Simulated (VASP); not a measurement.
# Ir (Fm-3m) in VASP: single point with PBE

Aim: the single point of Ir with PBE.

Program: VASP 6.6.1. These are calculated values, not measurements. Logs are shortened: lines on timing, memory, paths and dates and some standing lists are left out, and cuts for length are marked.

### 1 The cell of the first run

The structure is cubic, space group Fm-3m (No. 225). The conventional cell has a = 3.871 Å, b = 3.871 Å, c = 3.871 Å, α = 90.00°, β = 90.00°, γ = 90.00°. Ir (site symmetry m-3m) has 12 Ir at 2.74 Å within 3.6 Å.

### 2 Single point, PBE

Contents of INCAR:

```
SYSTEM = Ir
PREC = Accurate ; ENCUT = 560
EDIFF = 1E-6 ; ISMEAR = -1
SIGMA = 0.15 ; LREAL = .False.
LASPH = .True. ; NELM = 120
ALGO = Normal ; ISIF = 2
LWAVE = .False. ; LCHARG = .True.
GGA = PE ; LELF = .True.
LVHAR = .True. ; NBANDS = 14
GGA_COMPAT = .False.
```

Contents of KPOINTS:

```
regular mesh
0
Gamma
  4 4 4
  0 0 0
```

Contents of POSCAR:

```
Ir
1.0
    0.0000000000      1.9354000000      1.9354000000
    1.9354000000      0.0000000000      1.9354000000
    1.9354000000      1.9354000000      0.0000000000
Ir
1
Direct
    0.0000000000      0.0000000000      0.0000000000
```

Potentials or basis: VASP PAW PBE potentials, release 64 (Ir_sv_GW).

Run with:

```
cat potpaw_PBE.64/Ir_sv_GW/POTCAR > POTCAR
mpirun -np 1 vasp_std > vasp.out
```

OUTCAR:

```text
SYSTEM = Ir
   PREC = Accurate
   ENCUT = 560
   EDIFF = 1E-6
   ISMEAR = -1
   LREAL = .False.
   LASPH = .True.
   NELM = 120
   ISIF = 2
   GGA = PE

 ion  position               nearest neighbor table
   1  0.000  0.000  0.000-

  LATTYP: Found a face centered cubic cell.
 ALAT       =     3.8708000000

  Lattice vectors:

 A1 = (   0.0000000000,   1.9354000000,   1.9354000000)
 A2 = (   1.9354000000,   0.0000000000,   1.9354000000)
 A3 = (   1.9354000000,   1.9354000000,   0.0000000000)

Analysis of symmetry for initial positions (statically):
=====================================================================
 Subroutine PRICEL returns:
 Original cell was already a primitive cell.

 Routine SETGRP: Setting up the symmetry group for a
 face centered cubic supercell.

 Subroutine GETGRP returns: Found 48 space group operations
 (whereof 48 operations were pure point group operations)
 out of a pool of 48 trial point group operations.

The static configuration has the point symmetry O_h .

Analysis of symmetry for dynamics (positions and initial velocities):
=====================================================================
 Subroutine PRICEL returns:
 Original cell was already a primitive cell.

 Routine SETGRP: Setting up the symmetry group for a
 face centered cubic supercell.

 Subroutine GETGRP returns: Found 48 space group operations
 (whereof 48 operations were pure point group operations)
 out of a pool of 48 trial point group operations.

The dynamic configuration has the point symmetry O_h .

 Subroutine INISYM returns: Found 48 space group operations
 (whereof 48 operations are pure point group operations),
 and found     1 'primitive' translations

----------------------------------------------------------------------------------------

                                     Primitive cell

  volume of cell :      14.4991

  direct lattice vectors                    reciprocal lattice vectors
     0.000000000  1.935400000  1.935400000    -0.258344528  0.258344528  0.258344528
     1.935400000  0.000000000  1.935400000     0.258344528 -0.258344528  0.258344528
     1.935400000  1.935400000  0.000000000     0.258344528  0.258344528 -0.258344528

  length of vectors
     2.737068929  2.737068929  2.737068929     0.447465849  0.447465849  0.447465849

  position of ions in fractional coordinates (direct lattice)
     0.000000000  0.000000000  0.000000000

  ion indices of the primitive-cell ions
   primitive index   ion index
                 1           1

----------------------------------------------------------------------------------------

 KPOINTS: regular mesh

Automatic generation of k-mesh.
 Grid dimensions read from file:
 generate k-points for:    4    4    4

 Generating k-lattice:

  Cartesian coordinates                     Fractional coordinates (reciprocal lattice)
    -0.064586132  0.064586132  0.064586132     0.250000000  0.000000000  0.000000000
     0.064586132 -0.064586132  0.064586132     0.000000000  0.250000000  0.000000000
     0.064586132  0.064586132 -0.064586132     0.000000000  0.000000000  0.250000000

  Length of vectors
     0.111866462  0.111866462  0.111866462

  Shift w.r.t. Gamma in fractional coordinates (k-lattice)
     0.000000000  0.000000000  0.000000000

 Subroutine IBZKPT returns following result:
 ===========================================

 Found      8 irreducible k-points:

 Following reciprocal coordinates:
            Coordinates               Weight
  0.000000  0.000000  0.000000      1.000000
  0.250000  0.000000  0.000000      8.000000
  0.500000  0.000000  0.000000      4.000000
  0.250000  0.250000  0.000000      6.000000
  0.500000  0.250000  0.000000     24.000000
 -0.250000  0.250000  0.000000     12.000000
  0.500000  0.500000  0.000000      3.000000
 -0.250000  0.500000  0.250000      6.000000
   k-points           NKPTS =      8   k-points in BZ     NKDIM =      8   number of bands    NBANDS=     14
   number of dos      NEDOS =    301   number of ions     NIONS =      1
   total plane-waves  NPLWV =  13824
   dimension x,y,z NGX =    24 NGY =   24 NGZ =   24
   dimension x,y,z NGXF=    48 NGYF=   48 NGZF=   48
   ions per type =               1
   NGX,Y,Z   is equivalent  to a cutoff of  14.58, 14.58, 14.58 a.u.
   NGXF,Y,Z  is equivalent  to a cutoff of  29.15, 29.15, 29.15 a.u.
 SYSTEM =  Ir
   PREC   = accura    normal or accurate (medium, high low for compatibility)
   ISTART =      0    job   : 0-new  1-cont  2-samecut
   ICHARG =      2    charge: 1-file 2-atom 10-const
   ISPIN  =      1    spin polarized calculation?
   LNONCOLLINEAR =      F non collinear calculations
   LSORBIT =      F    spin-orbit coupling
   LASPH  =      T    aspherical Exc in radial PAW
   ENCUT  =  560.0 eV  41.16 Ry    6.42 a.u.   5.28  5.28  5.28*2*pi/ulx,y,z
   NELM   =    120;   NELMIN=  2; NELMDL= -5     # of ELM steps
   EDIFF  = 0.1E-05   stopping-criterion for ELM
   LREAL  =      F    real-space projection
   EDIFFG = 0.1E-04   stopping-criterion for IOM
   NSW    =      0    number of steps for IOM
   IBRION =     -1    ionic relax: 0-MD 1-quasi-New 2-CG
   NFREE  =      0    steps in history (QN), initial steepest desc. (CG)
   ISIF   =      2    stress and relaxation
   ISYM   =      2    0-nonsym 1-usesym 2-fastsym
   POTIM  = 0.5000    time-step for ionic-motion
   TEBEG  =    0.0;   TEEND  =   0.0 temperature during run
   PSTRESS=    0.0 pullay stress
   NELECT =      17.0000    total number of electrons
   NUPDOWN=      -1.0000    fix difference up-down
   EMIN   =  10.00;   EMAX   =-10.00  energy-range for DOS
   EFERMI =   0.00;   METHOD = LEGACY
   ISMEAR =    -1;   SIGMA  =   0.15  broadening in eV -4-tet -1-fermi 0-gaus
   EFERMI_NEDOS =   21; number of points for ismear=-14 and -15
   IALGO  =     38    algorithm
   IMIX   =      4    mixing-type and parameters
     AMIX     =   0.40;   BMIX     =  1.00
     AMIX_MAG =   1.60;   BMIX_MAG =  1.00
  volume/ion in A,a.u.               =      14.50        97.85
  Fermi-wavevector in a.u.,A,eV,Ry     =   1.726277  3.262190 40.545785  2.980031
  Thomas-Fermi vector in A             =   2.801619
   LORBIT       =      0    0 simple, 1 ext, 2 COOP (PROOUT), +10 PAW based schemes
   GGA     = PE    functional components
   LHFCALC =     F    Hartree Fock is set to
   AEXX    =    0.0000 exact exchange contribution
   IVDW    =     0    specifies the selected vdW correction
   LEPSILON=     F    determine dielectric tensor
   LRPA    =     F    only Hartree local field effects (RPA)
 non-spin polarized calculation
  energy-cutoff  :      560.00
  volume of cell :       14.50
 maximum number of plane-waves:       444
 NGX is ok and might be reduce to    24
   NGX = 11   NGY = 11   NGZ = 11

 number of electron      17.0000000 magnetization

 Free energy of the ion-electron system (eV)
  ---------------------------------------------------
  ext. energy  EPLUGINS =         0.00000000
  ---------------------------------------------------
  free energy    TOTEN  =        -9.91272418 eV

  energy without entropy =       -9.88350642  energy(sigma->0) =       -9.89811530

 E-fermi :  12.1188     XC(G=0): -14.3926

 val. band max:       11.7288802145   @ k =   0.5000   0.0000   0.0000
 cond. band min:      12.1740404941   @ k =   0.2500   0.2500   0.0000
 fundamental gap:      0.4451602797
 Fermi energy:        12.1188481346

 k-point     1 :       0.0000    0.0000    0.0000
  band No.  band energies     occupation
      1     -80.5375      2.00000
      2     -36.9750      2.00000
      3     -36.9750      2.00000
      4     -36.9750      2.00000
      5       1.5816      2.00000
      6       8.6840      2.00000
      7       8.6840      2.00000
      8       8.6840      2.00000
      9      11.2576      1.99360
     10      11.2576      1.99360
     11      26.1403      0.00000
     12      31.4977      0.00000
     13      31.4977      0.00000
     14      31.4977      0.00000

 k-point     2 :       0.2500    0.0000    0.0000
  band No.  band energies     occupation
      1     -80.5099      2.00000
      2     -37.3419      2.00000
      3     -37.0271      2.00000
      4     -37.0271      2.00000
      5       3.7528      2.00000
      6       8.1855      2.00000
      7       9.1070      2.00000
      8       9.1070      2.00000
      9      11.4346      1.97932
     10      11.4346      1.97932
     11      25.8246      0.00000
     12      28.6078      0.00000
     13      35.3843      0.00000
     14      35.3843      0.00000

 k-point     3 :       0.5000    0.0000    0.0000
  band No.  band energies     occupation
      1     -80.4807      2.00000
      2     -37.6937      2.00000
      3     -37.0778      2.00000
      4     -37.0778      2.00000
      5       4.5909      2.00000
      6       8.5801      2.00000
      7       8.5801      2.00000
      8      11.7289      1.86170
      9      13.2769      0.00089
     10      13.2769      0.00089
     11      19.4569      0.00000
     12      25.7778      0.00000
     13      31.3820      0.00000
     14      31.3820      0.00000

 k-point     4 :       0.2500    0.2500    0.0000
  band No.  band energies     occupation
      1     -80.5001      2.00000
      2     -37.3263      2.00000
      3     -37.1105      2.00000
      4     -37.1105      2.00000
      5       4.5025      2.00000
      6       6.7828      2.00000
      7       9.4837      2.00000
      8      10.6091      1.99991
      9      10.6091      1.99991
     10      12.1740      0.81807
     11      29.8835      0.00000
     12      30.0828      0.00000
     13      30.0828      0.00000
     14      31.3168      0.00000

 k-point     5 :       0.5000    0.2500    0.0000
  band No.  band energies     occupation
      1     -80.4714      2.00000
      2     -37.5734      2.00000
      3     -37.2663      2.00000
      4     -37.1615      2.00000
      5       5.7646      2.00000
      6       7.0549      2.00000
      7       8.8663      2.00000
      8      10.5179      1.99995
      9      13.4362      0.00031
     10      16.2075      0.00000
     11      20.3996      0.00000
     12      27.2334      0.00000
     13      28.4082      0.00000
     14      31.6063      0.00000

 k-point     6 :      -0.2500    0.2500    0.0000
  band No.  band energies     occupation
      1     -80.4809      2.00000
      2     -37.4926      2.00000
      3     -37.2824      2.00000
      4     -37.0787      2.00000
      5       6.2715      2.00000
      6       7.6362      2.00000
      7       8.0260      2.00000
      8      10.0720      2.00000
      9      11.0993      1.99777
     10      15.1867      0.00000
     11      23.7600      0.00000
     12      26.5173      0.00000
     13      29.7599      0.00000
     14      34.5366      0.00000

 k-point     7 :       0.5000    0.5000    0.0000
  band No.  band energies     occupation
      1     -80.4622      2.00000
      2     -37.6537      2.00000
      3     -37.2439      2.00000
      4     -37.2439      2.00000
      5       4.7873      2.00000
      6       5.3559      2.00000
      7      13.2374      0.00115
      8      13.8370      0.00002
      9      13.8370      0.00002
     10      14.1240      0.00000
     11      22.6215      0.00000
     12      23.8147      0.00000
     13      23.8147      0.00000
     14      33.3744      0.00000

 k-point     8 :      -0.2500    0.5000    0.2500
  band No.  band energies     occupation
      1     -80.4621      2.00000
      2     -37.4514      2.00000
      3     -37.4514      2.00000
      4     -37.2500      2.00000
      5       6.3871      2.00000
      6       7.7257      2.00000
      7       7.7257      2.00000
      8      10.6776      1.99987
      9      13.8422      0.00002
     10      20.3572      0.00000
     11      21.2936      0.00000
     12      21.2936      0.00000
     13      25.4500      0.00000
     14      37.0170      0.00000

------------------------ aborting loop because EDIFF is reached ----------------------------------------

  FORCE on cell =-STRESS in cart. coord.  units (eV):
  Direction    XX          YY          ZZ          XY          YZ          ZX
  --------------------------------------------------------------------------------------
  -------------------------------------------------------------------------------------
  Total       -0.9973887     -0.9973887     -0.9973887      0.0000000      0.0000000     -0.0000000
  in kB     -110.2130040   -110.2130040   -110.2130040      0.0000000      0.0000000     -0.0000000
  external PRESSURE =    -110.2130040 kB  Pullay stress =       0.0000000 kB

 VOLUME and BASIS-vectors are now :
 -----------------------------------------------------------------------------
  energy-cutoff  :      560.00
  volume of cell :       14.50
      direct lattice vectors                 reciprocal lattice vectors
     0.000000000  1.935400000  1.935400000    -0.258344528  0.258344528  0.258344528
     1.935400000  0.000000000  1.935400000     0.258344528 -0.258344528  0.258344528
     1.935400000  1.935400000  0.000000000     0.258344528  0.258344528 -0.258344528

 POSITION                                       TOTAL-FORCE (eV/Angst)
 -----------------------------------------------------------------------------------
      0.00000      0.00000      0.00000         0.000000      0.000000      0.000000
 -----------------------------------------------------------------------------------
    total drift:                                0.000000      0.000000     -0.000000

  FREE ENERGIE OF THE ION-ELECTRON SYSTEM (eV)
  ---------------------------------------------------
  free  energy   TOTEN  =        -9.9127241773 eV

  energy  without entropy=       -9.8835064192  energy(sigma->0) =       -9.89811530
```

Wall time 6.2 s (1 thread of Intel Xeon Platinum 8259CL at 2.50GHz (Skylake/Cascade Lake), shared host); peak memory 0.14 GiB.

What came out:

| Quantity | Value |
| --- | --- |
| Free energy | -9.9127 eV |
| Pressure | -11.0 GPa |
| Band gap on the k mesh | zero (an odd number of electrons rules out a gap without spin polarisation) |

Caveat: the k points lie up to 0.70 Å⁻¹ apart, too coarse for converged energies and pressures of a metal; spin-orbit coupling is left out, which moves the levels of the heavy elements.

The gap in the log of VASP goes by the Fermi energy; the results here count the filled bands.